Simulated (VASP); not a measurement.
Runs of VASP 6.6.1 on SrAg3. The structure is that of space group Pm-3m (No. 221), or close to it. The cells are those of the table. 

```tsv
cell	gap on the mesh (eV)	pressure (GPa)
a = 4.509 Å, 4 atoms	none	(b)
a = 4.516 Å, 4 atoms	none	1.8
a = 4.675 Å, 4 atoms	none	-2.2
a = 4.533 Å, 4 atoms	none	1.2
a = 4.571 Å, 4 atoms	none	(a)
a = 4.631 Å, 4 atoms	none	-1.3
a = 4.718 Å, 4 atoms	none	(c)
a = 4.540 Å, 4 atoms	none	1.0
```

Alike in all rows: task single point; level PBE; potentials or basis VASP PAW PBE potentials, release 64 (Sr_sv, Ag); no spin polarisation; k mesh 8 × 8 × 8; cutoff (eV) 520; smearing gaussian 0.05 eV.

Problem. Estimate the missing entries.

Solution. (a) 0.1; (b) 2.0; (c) -3.0.

A k mesh can miss the band edges, and the runs leave out spin-orbit coupling on Ag, Sr.

A gap of «none» marks levels without a gap at the run's occupations.
